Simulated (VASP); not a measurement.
# Si (Fd-3m) in VASP: notebook

Si is run at these levels: LDA; tasks: single point, relaxation of cell and atoms.

All numbers are computed with VASP 6.6.1; they aren't measurements. Logs are shortened: lines on timing, memory, paths and dates and some standing lists are left out, and cuts for length are marked.

### Step 1. The cell of the first run

The structure is cubic, space group Fd-3m (No. 227). Conventional cell: a = 5.402 Å, b = 5.402 Å, c = 5.402 Å, α = 90.00°, β = 90.00°, γ = 90.00°. Within 3.1 Å of Si (site symmetry -43m) lie 4 Si at 2.34 Å.

### Step 2. Single point, LDA

The input, INCAR:

```
  ALGO = Normal
  EDIFF = 1E-6
  ENCUT = 520
  ISIF = 2
  ISMEAR = 0
  LASPH = True
  LCHARG = False
  LREAL = False
  LWAVE = False
  NBANDS = 11
  NELM = 60
  PREC = Accurate
  SIGMA = 0.02
```

The input, KPOINTS:

```
k-points
0
Gamma
  12 12 12
```

The input, POSCAR:

```
Si
1.0
    0.0000000000      2.7009711426      2.7009711426
    2.7009711426      0.0000000000      2.7009711426
    2.7009711426      2.7009711426      0.0000000000
Si
2
Direct
    0.7500000000      0.7500000000      0.7500000000
    0.5000000000      0.5000000000      0.5000000000
```

Potentials or basis: VASP PAW LDA potentials, release 64 (Si).

Command:

```sh
$ cat potpaw_LDA.64/Si/POTCAR > POTCAR
$ mpirun -np 1 vasp_std > vasp.out
```

OUTCAR:

```text
EDIFF = 1E-6
   ENCUT = 520
   ISIF = 2
   ISMEAR = 0
   LASPH = True
   LREAL = False
   NELM = 60
   PREC = Accurate

 ion  position               nearest neighbor table
   1  0.750  0.750  0.750-   2 2.34   2 2.34   2 2.34   2 2.34
   2  0.500  0.500  0.500-   1 2.34   1 2.34   1 2.34   1 2.34

  LATTYP: Found a face centered cubic cell.
 ALAT       =     5.4019422852

  Lattice vectors:

 A1 = (   0.0000000000,   2.7009711426,   2.7009711426)
 A2 = (   2.7009711426,   0.0000000000,   2.7009711426)
 A3 = (   2.7009711426,   2.7009711426,   0.0000000000)

Analysis of symmetry for initial positions (statically):
=====================================================================
 Subroutine PRICEL returns:
 Original cell was already a primitive cell.

 Routine SETGRP: Setting up the symmetry group for a
 face centered cubic supercell.

 Subroutine GETGRP returns: Found 48 space group operations
 (whereof 24 operations were pure point group operations)
 out of a pool of 48 trial point group operations.

The static configuration has the point symmetry T_d .
 The point group associated with its full space group is O_h .

Analysis of symmetry for dynamics (positions and initial velocities):
=====================================================================
 Subroutine PRICEL returns:
 Original cell was already a primitive cell.

 Routine SETGRP: Setting up the symmetry group for a
 face centered cubic supercell.

 Subroutine GETGRP returns: Found 48 space group operations
 (whereof 24 operations were pure point group operations)
 out of a pool of 48 trial point group operations.

The dynamic configuration has the point symmetry T_d .
 The point group associated with its full space group is O_h .

 Subroutine INISYM returns: Found 48 space group operations
 (whereof 24 operations are pure point group operations),
 and found     1 'primitive' translations

----------------------------------------------------------------------------------------

                                     Primitive cell

  volume of cell :      39.4085

  direct lattice vectors                    reciprocal lattice vectors
     0.000000000  2.700971143  2.700971143    -0.185118601  0.185118601  0.185118601
     2.700971143  0.000000000  2.700971143     0.185118601 -0.185118601  0.185118601
     2.700971143  2.700971143  0.000000000     0.185118601  0.185118601 -0.185118601

  length of vectors
     3.819750021  3.819750021  3.819750021     0.320634823  0.320634823  0.320634823

  position of ions in fractional coordinates (direct lattice)
     0.750000000  0.750000000  0.750000000
     0.500000000  0.500000000  0.500000000

  ion indices of the primitive-cell ions
   primitive index   ion index
                 1           1
                 2           2

----------------------------------------------------------------------------------------

 KPOINTS: k-points

Automatic generation of k-mesh.
 Grid dimensions read from file:
 generate k-points for:   12   12   12

 Generating k-lattice:

  Cartesian coordinates                     Fractional coordinates (reciprocal lattice)
    -0.015426550  0.015426550  0.015426550     0.083333333  0.000000000  0.000000000
     0.015426550 -0.015426550  0.015426550     0.000000000  0.083333333  0.000000000
     0.015426550  0.015426550 -0.015426550     0.000000000  0.000000000  0.083333333

  Length of vectors
     0.026719569  0.026719569  0.026719569

  Shift w.r.t. Gamma in fractional coordinates (k-lattice)
     0.000000000  0.000000000  0.000000000

 Subroutine IBZKPT returns following result:
 ===========================================

 Found     72 irreducible k-points:

 Following reciprocal coordinates:
            Coordinates               Weight
  0.000000  0.000000  0.000000      1.000000
  0.083333  0.000000  0.000000      8.000000
  0.166667  0.000000  0.000000      8.000000
  0.250000  0.000000  0.000000      8.000000
  0.333333  0.000000  0.000000      8.000000
  0.416667  0.000000  0.000000      8.000000
[... 16 lines left out ...]
  0.500000  0.166667  0.000000     24.000000
 -0.416667  0.166667  0.000000     24.000000
 [... further k-points ...]
   k-points           NKPTS =     72   k-points in BZ     NKDIM =     72   number of bands    NBANDS=     11
   number of dos      NEDOS =    301   number of ions     NIONS =      2
   total plane-waves  NPLWV =  21952
   dimension x,y,z NGX =    28 NGY =   28 NGZ =   28
   dimension x,y,z NGXF=    56 NGYF=   56 NGZF=   56
   ions per type =               2
   NGX,Y,Z   is equivalent  to a cutoff of  12.19, 12.19, 12.19 a.u.
   NGXF,Y,Z  is equivalent  to a cutoff of  24.37, 24.37, 24.37 a.u.
 SYSTEM =  unknown system
   PREC   = accura    normal or accurate (medium, high low for compatibility)
   ISTART =      0    job   : 0-new  1-cont  2-samecut
   ICHARG =      2    charge: 1-file 2-atom 10-const
   ISPIN  =      1    spin polarized calculation?
   LNONCOLLINEAR =      F non collinear calculations
   LSORBIT =      F    spin-orbit coupling
   LASPH  =      T    aspherical Exc in radial PAW
   ENCUT  =  520.0 eV  38.22 Ry    6.18 a.u.   7.10  7.10  7.10*2*pi/ulx,y,z
   NELM   =     60;   NELMIN=  2; NELMDL= -5     # of ELM steps
   EDIFF  = 0.1E-05   stopping-criterion for ELM
   LREAL  =      F    real-space projection
   EDIFFG = 0.1E-04   stopping-criterion for IOM
   NSW    =      0    number of steps for IOM
   IBRION =     -1    ionic relax: 0-MD 1-quasi-New 2-CG
   NFREE  =      0    steps in history (QN), initial steepest desc. (CG)
   ISIF   =      2    stress and relaxation
   ISYM   =      2    0-nonsym 1-usesym 2-fastsym
   POTIM  = 0.5000    time-step for ionic-motion
   TEBEG  =    0.0;   TEEND  =   0.0 temperature during run
   PSTRESS=    0.0 pullay stress
   NELECT =       8.0000    total number of electrons
   NUPDOWN=      -1.0000    fix difference up-down
   EMIN   =  10.00;   EMAX   =-10.00  energy-range for DOS
   EFERMI =   0.00;   METHOD = LEGACY
   ISMEAR =     0;   SIGMA  =   0.02  broadening in eV -4-tet -1-fermi 0-gaus
   EFERMI_NEDOS =   21; number of points for ismear=-14 and -15
   IALGO  =     38    algorithm
   IMIX   =      4    mixing-type and parameters
     AMIX     =   0.40;   BMIX     =  1.00
     AMIX_MAG =   1.60;   BMIX_MAG =  1.00
  volume/ion in A,a.u.               =      19.70       132.97
  Fermi-wavevector in a.u.,A,eV,Ry     =   0.962147  1.818195 12.595285  0.925727
  Thomas-Fermi vector in A             =   2.091581
   LORBIT       =      0    0 simple, 1 ext, 2 COOP (PROOUT), +10 PAW based schemes
   GGA     = CA    functional components
   LHFCALC =     F    Hartree Fock is set to
   AEXX    =    0.0000 exact exchange contribution
   IVDW    =     0    specifies the selected vdW correction
   LEPSILON=     F    determine dielectric tensor
   LRPA    =     F    only Hartree local field effects (RPA)
 non-spin polarized calculation
 Gauss-broadening in eV      SIGMA  =   0.02
  energy-cutoff  :      520.00
  volume of cell :       39.41
 maximum number of plane-waves:      1074
   NGX = 15   NGY = 15   NGZ = 15

 number of electron       8.0000001 magnetization

 Free energy of the ion-electron system (eV)
  ---------------------------------------------------
  ext. energy  EPLUGINS =         0.00000000
  ---------------------------------------------------
  free energy    TOTEN  =       -11.91974442 eV

  energy without entropy =      -11.91974442  energy(sigma->0) =      -11.91974442

 E-fermi :   6.0934     XC(G=0):  -9.6658

 val. band max:        5.9331375200   @ k =   0.0000   0.0000   0.0000
 cond. band min:       6.3752299921   @ k =   0.4167   0.4167   0.0000
 fundamental gap:      0.4420924721
 Fermi energy:         6.0933861418

 k-point     1 :       0.0000    0.0000    0.0000
  band No.  band energies     occupation
      1      -6.1334      2.00000
      2       5.9331      2.00000
      3       5.9331      2.00000
      4       5.9331      2.00000
      5       8.4642      0.00000
      6       8.4642      0.00000
      7       8.4642      0.00000
      8       9.3254      0.00000
      9      13.6693      0.00000
     10      13.6693      0.00000
     11      13.6788      0.00000

 k-point     2 :       0.0833    0.0000    0.0000
  band No.  band energies     occupation
      1      -6.0411      2.00000
      2       5.0642      2.00000
      3       5.7866      2.00000
      4       5.7866      2.00000
      5       8.5101      0.00000
      6       8.6791      0.00000
      7       8.6791      0.00000
      8       9.9809      0.00000
      9      13.3829      0.00000
     10      13.3829      0.00000
     11      14.0779      0.00000

 k-point     3 :       0.1667    0.0000    0.0000
  band No.  band energies     occupation
      1      -5.7671      2.00000
      2       3.5254      2.00000
      3       5.4757      2.00000
      4       5.4757      2.00000
      5       8.2467      0.00000
      6       9.1191      0.00000
      7       9.1191      0.00000
      8      11.3901      0.00000
      9      12.9965      0.00000
     10      12.9965      0.00000
     11      14.8476      0.00000
[... 267 lines left out ...]
 k-point    23 :       0.5000    0.1667    0.0000
  band No.  band energies     occupation
      1      -3.5976      2.00000
      2      -0.7467      2.00000
      3       3.1069      2.00000
      4       4.1323      2.00000
      5       7.8888      0.00000
      6      10.0078      0.00000
      7      10.5201      0.00000
      8      12.3087      0.00000
      9      15.2528      0.00000
     10      16.4134      0.00000
     11      17.6683      0.00000

 k-point    24 :      -0.4167    0.1667    0.0000
  band No.  band energies     occupation
      1      -3.4789      2.00000
      2      -0.9115      2.00000
      3       2.8879      2.00000
      4       4.3205      2.00000
      5       8.0416      0.00000
      6       9.9521      0.00000
      7      10.2904      0.00000
      8      13.8668      0.00000
      9      14.4241      0.00000
     10      14.7072      0.00000
     11      17.0302      0.00000

 [... further k-points ...]

------------------------ aborting loop because EDIFF is reached ----------------------------------------

  FORCE on cell =-STRESS in cart. coord.  units (eV):
  Direction    XX          YY          ZZ          XY          YZ          ZX
  --------------------------------------------------------------------------------------
  -------------------------------------------------------------------------------------
  Total        0.0116989      0.0116989      0.0116989      0.0000000     -0.0000000     -0.0000000
  in kB        0.4756267      0.4756267      0.4756267      0.0000000     -0.0000000     -0.0000000
  external PRESSURE =       0.4756267 kB  Pullay stress =       0.0000000 kB

 VOLUME and BASIS-vectors are now :
 -----------------------------------------------------------------------------
  energy-cutoff  :      520.00
  volume of cell :       39.41
      direct lattice vectors                 reciprocal lattice vectors
     0.000000000  2.700971143  2.700971143    -0.185118601  0.185118601  0.185118601
     2.700971143  0.000000000  2.700971143     0.185118601 -0.185118601  0.185118601
     2.700971143  2.700971143  0.000000000     0.185118601  0.185118601 -0.185118601

 POSITION                                       TOTAL-FORCE (eV/Angst)
 -----------------------------------------------------------------------------------
      4.05146      4.05146      4.05146         0.000000      0.000000      0.000000
      2.70097      2.70097      2.70097        -0.000000     -0.000000     -0.000000
 -----------------------------------------------------------------------------------
    total drift:                                0.000000      0.000000     -0.000000

  FREE ENERGIE OF THE ION-ELECTRON SYSTEM (eV)
  ---------------------------------------------------
  free  energy   TOTEN  =       -11.9197444164 eV

  energy  without entropy=      -11.9197444164  energy(sigma->0) =      -11.91974442
```

It took 29 s on 1 thread of Intel Xeon 8259CL, shared host; peak memory 0.14 GiB.

Results:

```
Free energy            : -11.9197 eV
Pressure               : 0.0 GPa
Band gap on the k mesh : 0.44 eV (least direct gap 2.53 eV)
```

### Step 3. Relaxation of cell and atoms, LDA

The input, INCAR:

```
SYSTEM = Si
  PREC = Accurate
  ENCUT = 600
  EDIFF = 1E-6
  ISMEAR = 0
  SIGMA = 0.02
  LREAL = .False.
  LASPH = .True.
  NELM = 100
  ALGO = Normal
  ISIF = 3
  LWAVE = .False.
  LCHARG = .False.
  GGA = CA
  IBRION = 2
  NSW = 100
  EDIFFG = -0.005
```

The input, KPOINTS:

```
regular mesh
0
Gamma
  12 12 12
  0 0 0
```

POSCAR is that of step 2.

Potentials or basis: VASP PAW LDA potentials, release 64 (Si).

Command:

```sh
$ cat potpaw_LDA.64/Si/POTCAR > POTCAR
$ mpirun -np 1 vasp_std > vasp.out
```

OUTCAR:

```text
SYSTEM = Si
   PREC = Accurate
   ENCUT = 600
   EDIFF = 1E-6
   ISMEAR = 0
   LREAL = .False.
   LASPH = .True.
   NELM = 100
   ISIF = 3
   GGA = CA
   IBRION = 2
   NSW = 100
   EDIFFG = -0.005

 ion  position               nearest neighbor table
   1  0.750  0.750  0.750-   2 2.34   2 2.34   2 2.34   2 2.34
   2  0.500  0.500  0.500-   1 2.34   1 2.34   1 2.34   1 2.34

  LATTYP: Found a face centered cubic cell.
 ALAT       =     5.4019422852

  Lattice vectors:

 A1 = (   0.0000000000,   2.7009711426,   2.7009711426)
 A2 = (   2.7009711426,   0.0000000000,   2.7009711426)
 A3 = (   2.7009711426,   2.7009711426,   0.0000000000)

Analysis of symmetry for initial positions (statically):
[... 259 lines left out ...]

 val. band max:        5.9277654775   @ k =   0.0000   0.0000   0.0000
 cond. band min:       6.3704799064   @ k =   0.4167   0.4167   0.0000
 fundamental gap:      0.4427144289
 Fermi energy:         6.0131546124

 k-point     1 :       0.0000    0.0000    0.0000
  band No.  band energies     occupation
      1      -6.1349      2.00000
      2       5.9278      2.00000
      3       5.9278      2.00000
      4       5.9278      2.00000
      5       8.4583      0.00000
      6       8.4583      0.00000
      7       8.4583      0.00000
      8       9.3137      0.00000
[... 243 lines left out ...]
 k-point    24 :      -0.4167    0.1667    0.0000
  band No.  band energies     occupation
      1      -3.4819      2.00000
      2      -0.9147      2.00000
      3       2.8836      2.00000
      4       4.3158      2.00000
      5       8.0357      0.00000
      6       9.9452      0.00000
      7      10.2844      0.00000
      8      13.8589      0.00000

 [... further k-points ...]

------------------------ aborting loop because EDIFF is reached ----------------------------------------

  FORCE on cell =-STRESS in cart. coord.  units (eV):
  Direction    XX          YY          ZZ          XY          YZ          ZX
  --------------------------------------------------------------------------------------
  -------------------------------------------------------------------------------------
  Total       -0.0041569     -0.0041569     -0.0041569      0.0000000      0.0000000      0.0000000
  in kB       -0.1689058     -0.1689058     -0.1689058      0.0000000      0.0000000      0.0000000
  external PRESSURE =      -0.1689058 kB  Pullay stress =       0.0000000 kB
[... 17 lines left out ...]
  FREE ENERGIE OF THE ION-ELECTRON SYSTEM (eV)
  ---------------------------------------------------
  free  energy   TOTEN  =       -11.9199486101 eV

  energy  without entropy=      -11.9199486101  energy(sigma->0) =      -11.91994861

 reached required accuracy - stopping structural energy minimisation
```

CONTCAR:

```text
Si
   1.00000000000000
    -0.0000000000000000    2.7014830612877745    2.7014830612877745
     2.7014830612877745    0.0000000000000000    2.7014830612877745
     2.7014830612877745    2.7014830612877745    0.0000000000000000
  Si
     2
Direct
     0.7500000000000000    0.7500000000000000    0.7500000000000000
     0.5000000000000000    0.5000000000000000    0.5000000000000000

  0.00000000E+00  0.00000000E+00  0.00000000E+00
  0.00000000E+00  0.00000000E+00  0.00000000E+00
```

Wall time 38 s (1 thread of Intel Xeon 8259CL, shared host); peak memory 0.16 GiB.

Results:

- Free energy: -11.9199 eV
- Relaxed volume: 19.72 Å³/atom
- Relaxed cell: a = 3.820 Å, b = 3.820 Å, c = 3.820 Å, α = 60.00°, β = 60.00°, γ = 60.00°
- Space group after relaxing (to 0.1 Å): Fd-3m (No. 227)
- Energy gained by relaxing: 0.0 meV/atom
- Ionic steps: 3
- Pressure after relaxing: 0.0 GPa
- Band gap on the k mesh: 0.44 eV (least direct gap 2.53 eV)

Final structure:
```
Si
1.0
     0.00000    2.70148    2.70148
     2.70148    0.00000    2.70148
     2.70148    2.70148    0.00000
Si
2
Direct
  0.75000 0.75000 0.75000
  0.50000 0.50000 0.50000
```

A k mesh can miss the band edges.
